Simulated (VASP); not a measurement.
# Sn3GeSe (P4mm) in VASP: notebook, part 3 of 3

VASP 6.6.1. Earlier steps stand in the parts before.

## Step 5: Single point, PBE

This run uses another cell than the first one, of 30.20 Å³/atom.

Input file INCAR:

```
SYSTEM = Sn3GeSe
PREC = Accurate ; ENCUT = 520
EDIFF = 1E-7 ; ISMEAR = 0
SIGMA = 0.1 ; LREAL = .FALSE.
LASPH = .TRUE. ; NELM = 80
ALGO = Normal ; ISIF = 2
LWAVE = .FALSE. ; LCHARG = .FALSE.
GGA = PE ; NBANDS = 39
```

Input file KPOINTS:

```
Automatic mesh
0
G
  8 8 8
  0 0 0
```

Input file POSCAR:

```
Sn3GeSe
1.0
    4.6518932972      0.0000000000      0.0000000000
    0.0000000000      4.6518932972      0.0000000000
    0.0000000000      0.0000000000      6.9769618356
Sn Ge Se
3 1 1
Direct
    0.0000000000      0.0000000000      0.9695364797
    0.5000000000      0.0000000000      0.6367841365
    0.0000000000      0.5000000000      0.6367841365
    0.5000000000      0.5000000000      0.4035399968
    0.5000000000      0.5000000000      1.0590565404
```

Potentials or basis: VASP PAW PBE potentials, release 64 (Sn_d, Ge_d, Se).

Run with:

```sh
cat potpaw_PBE.64/Sn_d/POTCAR potpaw_PBE.64/Ge_d/POTCAR potpaw_PBE.64/Se/POTCAR > POTCAR
mpirun -np 1 vasp_std > vasp.out
```

OUTCAR:

```text
SYSTEM = Sn3GeSe
   PREC = Accurate
   ENCUT = 520
   EDIFF = 1E-7
   ISMEAR = 0
   LREAL = .FALSE.
   LASPH = .TRUE.
   NELM = 80
   ISIF = 2
   GGA = PE

 ion  position               nearest neighbor table
   1  0.000  0.000  0.970-   2 3.29   3 3.29   3 3.29   2 3.29
   2  0.500  0.000  0.637-   4 2.84   4 2.84   1 3.29   1 3.29   3 3.29   3 3.29   3 3.29   3 3.29

   3  0.000  0.500  0.637-   4 2.84   4 2.84   1 3.29   1 3.29   2 3.29   2 3.29   2 3.29   2 3.29

   4  0.500  0.500  0.404-   5 2.40   3 2.84   2 2.84   2 2.84   3 2.84
   5  0.500  0.500  0.059-   4 2.40

  LATTYP: Found a simple tetragonal cell.
 ALAT       =     4.6518932972
 C/A-ratio  =     1.4998112360

  Lattice vectors:

 A1 = (   4.6518932972,   0.0000000000,   0.0000000000)
 A2 = (   0.0000000000,   4.6518932972,   0.0000000000)
 A3 = (   0.0000000000,   0.0000000000,   6.9769618356)

Analysis of symmetry for initial positions (statically):
=====================================================================
 Subroutine PRICEL returns:
 Original cell was already a primitive cell.

 Routine SETGRP: Setting up the symmetry group for a
 simple tetragonal supercell.

 Subroutine GETGRP returns: Found  8 space group operations
 (whereof  8 operations were pure point group operations)
 out of a pool of 16 trial point group operations.

The static configuration has the point symmetry C_4v.

Analysis of symmetry for dynamics (positions and initial velocities):
=====================================================================
 Subroutine PRICEL returns:
 Original cell was already a primitive cell.

 Routine SETGRP: Setting up the symmetry group for a
 simple tetragonal supercell.

 Subroutine GETGRP returns: Found  8 space group operations
 (whereof  8 operations were pure point group operations)
 out of a pool of 16 trial point group operations.

The dynamic configuration has the point symmetry C_4v.

 Subroutine INISYM returns: Found  8 space group operations
 (whereof  8 operations are pure point group operations),
 and found     1 'primitive' translations

----------------------------------------------------------------------------------------

                                     Primitive cell

  volume of cell :     150.9822

  direct lattice vectors                    reciprocal lattice vectors
     4.651893297  0.000000000  0.000000000     0.214966238  0.000000000  0.000000000
     0.000000000  4.651893297  0.000000000     0.000000000  0.214966238  0.000000000
     0.000000000  0.000000000  6.976961836     0.000000000  0.000000000  0.143328862

  length of vectors
     4.651893297  4.651893297  6.976961836     0.214966238  0.214966238  0.143328862

  position of ions in fractional coordinates (direct lattice)
     0.000000000  0.000000000  0.969536480
     0.500000000  0.000000000  0.636784136
     0.000000000  0.500000000  0.636784136
     0.500000000  0.500000000  0.403539997
     0.500000000  0.500000000  0.059056540

  ion indices of the primitive-cell ions
   primitive index   ion index
[... 26 lines left out ...]

 Subroutine IBZKPT returns following result:
 ===========================================

 Found     75 irreducible k-points:

 Following reciprocal coordinates:
            Coordinates               Weight
  0.000000  0.000000  0.000000      1.000000
  0.125000  0.000000  0.000000      4.000000
  0.250000  0.000000  0.000000      4.000000
  0.375000  0.000000  0.000000      4.000000
  0.500000  0.000000  0.000000      2.000000
  0.125000  0.125000  0.000000      4.000000
[... 16 lines left out ...]
  0.375000  0.125000  0.125000     16.000000
  0.500000  0.125000  0.125000      8.000000
 [... further k-points ...]
   k-points           NKPTS =     75   k-points in BZ     NKDIM =     75   number of bands    NBANDS=     39
   number of dos      NEDOS =    301   number of ions     NIONS =      5
   total plane-waves  NPLWV =  69984
   dimension x,y,z NGX =    36 NGY =   36 NGZ =   54
   dimension x,y,z NGXF=    72 NGYF=   72 NGZF=  108
   ions per type =               3   1   1
   NGX,Y,Z   is equivalent  to a cutoff of  12.87, 12.87, 12.87 a.u.
   NGXF,Y,Z  is equivalent  to a cutoff of  25.73, 25.73, 25.73 a.u.
 SYSTEM =  Sn3GeSe
   PREC   = accura    normal or accurate (medium, high low for compatibility)
   ISTART =      0    job   : 0-new  1-cont  2-samecut
   ICHARG =      2    charge: 1-file 2-atom 10-const
   ISPIN  =      1    spin polarized calculation?
   LNONCOLLINEAR =      F non collinear calculations
   LSORBIT =      F    spin-orbit coupling
   LASPH  =      T    aspherical Exc in radial PAW
   ENCUT  =  520.0 eV  38.22 Ry    6.18 a.u.   8.65  8.65 12.97*2*pi/ulx,y,z
   NELM   =     80;   NELMIN=  2; NELMDL= -5     # of ELM steps
   EDIFF  = 0.1E-06   stopping-criterion for ELM
   LREAL  =      F    real-space projection
   EDIFFG = 0.1E-05   stopping-criterion for IOM
   NSW    =      0    number of steps for IOM
   IBRION =     -1    ionic relax: 0-MD 1-quasi-New 2-CG
   NFREE  =      0    steps in history (QN), initial steepest desc. (CG)
   ISIF   =      2    stress and relaxation
   ISYM   =      2    0-nonsym 1-usesym 2-fastsym
   POTIM  = 0.5000    time-step for ionic-motion
   TEBEG  =    0.0;   TEEND  =   0.0 temperature during run
   PSTRESS=    0.0 pullay stress
   NELECT =      62.0000    total number of electrons
   NUPDOWN=      -1.0000    fix difference up-down
   EMIN   =  10.00;   EMAX   =-10.00  energy-range for DOS
   EFERMI =   0.00;   METHOD = LEGACY
   ISMEAR =     0;   SIGMA  =   0.10  broadening in eV -4-tet -1-fermi 0-gaus
   EFERMI_NEDOS =   21; number of points for ismear=-14 and -15
   IALGO  =     38    algorithm
   IMIX   =      4    mixing-type and parameters
     AMIX     =   0.40;   BMIX     =  1.00
     AMIX_MAG =   1.60;   BMIX_MAG =  1.00
  volume/ion in A,a.u.               =      30.20       203.78
  Fermi-wavevector in a.u.,A,eV,Ry     =   1.216831  2.299476 20.145829  1.480677
  Thomas-Fermi vector in A             =   2.352171
   LORBIT       =      0    0 simple, 1 ext, 2 COOP (PROOUT), +10 PAW based schemes
   GGA     = PE    functional components
   LHFCALC =     F    Hartree Fock is set to
   AEXX    =    0.0000 exact exchange contribution
   IVDW    =     0    specifies the selected vdW correction
   LEPSILON=     F    determine dielectric tensor
   LRPA    =     F    only Hartree local field effects (RPA)
 non-spin polarized calculation
 Gauss-broadening in eV      SIGMA  =   0.10
  energy-cutoff  :      520.00
  volume of cell :      150.98
 maximum number of plane-waves:      4108
 NGX is ok and might be reduce to    36
   NGX = 17   NGY = 17   NGZ = 25

 number of electron      61.9999989 magnetization

 Free energy of the ion-electron system (eV)
  ---------------------------------------------------
  ext. energy  EPLUGINS =         0.00000000
  ---------------------------------------------------
  free energy    TOTEN  =       -19.17479267 eV

  energy without entropy =      -19.17036816  energy(sigma->0) =      -19.17258042

 E-fermi :   5.0796     XC(G=0):  -9.2251

 val. band max:        5.0435410597   @ k =   0.3750   0.0000   0.2500
 cond. band min:       5.1122033741   @ k =   0.5000   0.5000   0.2500
 fundamental gap:      0.0686623144
 Fermi energy:         5.0796286887

 k-point     1 :       0.0000    0.0000    0.0000
  band No.  band energies     occupation
      1     -19.6804      2.00000
      2     -19.6603      2.00000
      3     -19.6603      2.00000
      4     -19.6543      2.00000
      5     -19.6431      2.00000
      6     -16.5720      2.00000
[... 997 lines left out ...]
     38       8.8672      0.00000
     39      10.2144      0.00000

 [... further k-points ...]

------------------------ aborting loop because EDIFF is reached ----------------------------------------

  FORCE on cell =-STRESS in cart. coord.  units (eV):
  Direction    XX          YY          ZZ          XY          YZ          ZX
  --------------------------------------------------------------------------------------
  -------------------------------------------------------------------------------------
  Total       -0.0339030     -0.0339030      0.0157228      0.0000000      0.0000000      0.0000000
  in kB       -0.3597686     -0.3597686      0.1668461      0.0000000      0.0000000      0.0000000
  external PRESSURE =      -0.1842304 kB  Pullay stress =       0.0000000 kB

 VOLUME and BASIS-vectors are now :
 -----------------------------------------------------------------------------
  energy-cutoff  :      520.00
  volume of cell :      150.98
      direct lattice vectors                 reciprocal lattice vectors
     4.651893297  0.000000000  0.000000000     0.214966238  0.000000000  0.000000000
     0.000000000  4.651893297  0.000000000     0.000000000  0.214966238  0.000000000
     0.000000000  0.000000000  6.976961836     0.000000000  0.000000000  0.143328862

 POSITION                                       TOTAL-FORCE (eV/Angst)
 -----------------------------------------------------------------------------------
      0.00000      0.00000      6.76442         0.000000     -0.000000      0.002118
      2.32595      0.00000      4.44282        -0.000000     -0.000000      0.001325
      0.00000      2.32595      4.44282        -0.000000      0.000000      0.001325
      2.32595      2.32595      2.81548        -0.000000     -0.000000      0.014421
      2.32595      2.32595      0.41204        -0.000000     -0.000000     -0.019190
 -----------------------------------------------------------------------------------
    total drift:                                0.000000      0.000000     -0.002776

  FREE ENERGIE OF THE ION-ELECTRON SYSTEM (eV)
  ---------------------------------------------------
  free  energy   TOTEN  =       -19.1747926705 eV

  energy  without entropy=      -19.1703681617  energy(sigma->0) =      -19.17258042
```

OSZICAR:

```text
N       E                     dE             d eps       ncg     rms          rms(c)
DAV:   1     0.632386260814E+03    0.63239E+03   -0.30102E+04  6601   0.271E+03
DAV:   2     0.949676350799E+02   -0.53742E+03   -0.52140E+03  5850   0.745E+02
DAV:   3    -0.120719012458E+02   -0.10704E+03   -0.10452E+03  6719   0.223E+02
DAV:   4    -0.192275312516E+02   -0.71556E+01   -0.71201E+01  6741   0.645E+01
DAV:   5    -0.194247279424E+02   -0.19720E+00   -0.19716E+00  7306   0.112E+01    0.430E+00
DAV:   6    -0.191932933649E+02    0.23143E+00   -0.41759E-01  8096   0.512E+00    0.252E+00
DAV:   7    -0.191740898622E+02    0.19204E-01   -0.20909E-01  6577   0.356E+00    0.931E-01
DAV:   8    -0.191739959180E+02    0.93944E-04   -0.28788E-02  7325   0.158E+00    0.238E-01
DAV:   9    -0.191745033852E+02   -0.50747E-03   -0.39488E-03  7057   0.406E-01    0.893E-02
DAV:  10    -0.191747205680E+02   -0.21718E-03   -0.61216E-04  8013   0.157E-01    0.399E-02
DAV:  11    -0.191747798185E+02   -0.59250E-04   -0.84607E-05  7341   0.495E-02    0.135E-02
DAV:  12    -0.191747883724E+02   -0.85539E-05   -0.22778E-05  6572   0.309E-02    0.565E-03
DAV:  13    -0.191747920280E+02   -0.36556E-05   -0.87311E-06  6403   0.224E-02    0.216E-03
DAV:  14    -0.191747926139E+02   -0.58583E-06   -0.69862E-07  5818   0.493E-03    0.925E-04
DAV:  15    -0.191747926705E+02   -0.56662E-07   -0.21011E-07  4964   0.268E-03
   1 F= -.19174793E+02 E0= -.19172580E+02  d E =-.442451E-02
```

stdout:

```text
POSCAR found type information on POSCAR SnGeSe
 POSCAR found :  3 types and       5 ions
 scaLAPACK will be used
 LDA part: xc-table for (Slater+PW92), standard interpolation
 POSCAR, INCAR and KPOINTS ok, starting setup
 FFT: planning ... GRIDC
 FFT: planning ... GRID_SOFT
 FFT: planning ... GRID
 WAVECAR not read
 entering main loop
```

It took 3 min on 1 thread of Intel Xeon 6975P-C (Granite Rapids), shared host; peak memory 0.52 GiB.

Results:

- Free energy: -19.1748 eV
- Pressure: 0.0 GPa
- Largest force: 0.019 eV/Å
- Band gap on the k mesh: zero (bands 31 and 32 overlap by 1.11 eV)

Forces in eV/Å, atoms in the order of the input:
```
Sn   0.000  0.000  0.002
Sn   0.000  0.000  0.001
Sn   0.000  0.000  0.001
Ge   0.000  0.000  0.014
Se   0.000  0.000 -0.019
```

Caveat: spin-orbit coupling is left out, which moves the levels of the heavy elements.

## Step 6: The runs side by side

| task | cell | k mesh | cutoff (eV) | gap on the mesh (eV) | pressure (GPa) | largest force (eV/Å) |
| --- | --- | --- | --- | --- | --- | --- |
| single point | a = 4.975, b = 4.975, c = 5.545 Å, 5 atoms, atomic positions A | 4 × 4 × 4 | 520 | none | 14.6 | 5.88 |
| single point | a = 5.099, b = 5.099, c = 5.658 Å, 5 atoms, atomic positions B | 4 × 4 × 4 | 520 | none | -0.1 | 0.04 |
| relaxation of cell and atoms | relaxed from a = 4.975, b = 4.975, c = 5.545 Å, 5 atoms, atomic positions A | 4 × 4 × 4 | 600 | none | 0.0 | 0.01 |
| single point | a = 4.652, b = 4.652, c = 6.977 Å, 5 atoms, atomic positions C | 8 × 8 × 8 | 520 | none | 0.0 | 0.02 |

Alike in all rows: level PBE; potentials or basis VASP PAW PBE potentials, release 64 (Sn_d, Ge_d, Se); no spin polarisation; smearing gaussian 0.1 eV.

Caveats: spin-orbit coupling is left out, which moves the levels of the heavy elements; the cell stands under pressure (at least some runs); forces of over 1 eV/Å act on the atoms, so gaps and moduli don't describe the material at rest (at least some runs).

Absolute energies hang on the potentials; compare differences alone.

The gap in the log of VASP goes by the Fermi energy; the results here count the filled bands.